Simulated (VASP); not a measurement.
CsGeBr3: single point with LDA

The system is CsGeBr3.

```
Cs Ge Br
1.0
     5.53333    0.00000    0.00000
     0.00000    5.53333    0.00000
     0.00000    0.00000    5.09066
Cs Ge Br
1 1 3
Direct
  0.00000 0.00000 0.00000
  0.50000 0.50000 0.50000
  0.50000 0.50000 0.00000
  0.50000 0.00000 0.50000
  0.00000 0.50000 0.50000
```

This cell differs from its parent crystal: strain +0.000 along x and y, -0.080 along z.

```yaml
Program: VASP 6.6.1
Task: single point
Functional: LDA
Potentials_or_basis: VASP PAW LDA potentials, release 64 (Cs_sv, Ge_d, Br)
Cutoff: 520 eV
k_mesh: 6 × 6 × 6
Occupations: gaussian, width 0.05 eV
Spin: no spin polarisation
Dipole_correction: no
Further_INCAR_settings: ALGO = Normal; EDIFF = 1e-07; NBANDS = 30
```

- Pressure: 0.5 GPa
- Band gap on the k mesh: zero (filled and empty bands touch)

Stress tensor (GPa, compression positive):
```
-1.27  0.00  0.00
 0.00 -1.27  0.00
 0.00  0.00  4.12
```

Levels at points of the mesh, in eV from the Fermi level:
| k point | band 19 | band 20 | band 21 | band 22 | band 23 | band 24 | band 25 | band 26 |
| --- | --- | --- | --- | --- | --- | --- | --- | --- |
| (0.00, 0.00, 0.00) | -2.95 | -2.72 | -2.66 | -2.66 | 2.52 | 2.91 | 3.18 | 3.51 |
| (0.50, 0.00, 0.00) | -3.15 | -2.99 | -2.90 | -2.18 | 1.29 | 4.08 | 4.39 | 4.62 |
| (0.50, 0.50, 0.00) | -3.35 | -3.26 | -2.42 | -1.34 | 0.93 | 0.93 | 4.80 | 4.82 |
| (0.00, 0.00, 0.50) | -3.35 | -3.03 | -3.03 | -1.40 | 1.50 | 4.39 | 4.39 | 4.56 |
| (0.50, 0.00, 0.50) | -3.29 | -3.25 | -2.25 | -0.58 | 0.55 | 1.20 | 4.04 | 4.82 |
| (0.50, 0.50, 0.50) | -2.37 | -2.21 | -2.21 | 0.00 | 0.00 | 0.26 | 0.76 | 3.96 |

Wall time 4.5 min on 1 thread of Intel(R) Xeon(R) Platinum 8259CL CPU @ 2.50GHz (Skylake/Cascade Lake), on a shared host, peak memory 0.32 GiB.

Caveat: the cell differs from its parent crystal (strain +0.000 along x and y, -0.080 along z); spin-orbit coupling is left out, which moves the levels of the heavy elements.
